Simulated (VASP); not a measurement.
Crystal: CdS.

```
CELL_PARAMETERS angstrom
3.87703 0.00000 0.00000
-1.93851 3.35761 0.00000
0.00000 0.00000 6.47768
ATOMIC_POSITIONS crystal
Cd 0.00000 0.00000 0.00000
Cd 0.00000 0.00000 0.50000
S 0.33333 0.66667 0.25000
S 0.66667 0.33333 0.75000
```

- Program: VASP 6.6.1
- Task: relaxation of cell and atoms
- Functional: LDA
- Potentials or basis: VASP PAW LDA potentials, release 64 (Cd, S)
- Cutoff: 600 eV
- k mesh: 12 × 12 × 4
- Occupations: fermi-dirac, width 0.02 eV
- Spin: no spin polarisation

At the start: pressure -5.9 GPa; volume 21.08 Å³/atom.

Task: Where does the relaxation end?

Result: Over 6 steps the energy falls by 31.2 meV/atom and the volume is 19.51 Å³/atom (-7.4 %); space group P6_3/mmc (No. 194, to 0.05 Å).

The path:
| step | energy change (eV) | largest force (eV/Å) | pressure (GPa) | volume (Å³) |
| --- | --- | --- | --- | --- |
| 1 | 0.0000 | 0.0000 | -5.89 | 84.32 |
| 2 | -0.0932 | 0.0000 | 3.70 | 75.22 |
| 3 | -0.1249 | 0.0000 | -0.01 | 78.05 |
| 4 | -0.1249 | 0.0000 | 0.13 | 77.93 |
| 5 | -0.1249 | 0.0000 | -0.07 | 78.10 |
| 6 | -0.1249 | 0.0000 | -0.02 | 78.06 |

Final structure:
```xyz
4
Lattice="3.7825 0.0000 0.0000 -1.8913 3.2757 0.0000 0.0000 0.0000 6.2997" Properties=species:S:1:pos:R:3 pbc="T T T"
Cd    0.0000    0.0000    0.0000
Cd    3.7825    0.0000    3.1499
S     0.0000    2.1838    1.5749
S     1.8913    1.0919    4.7248
```
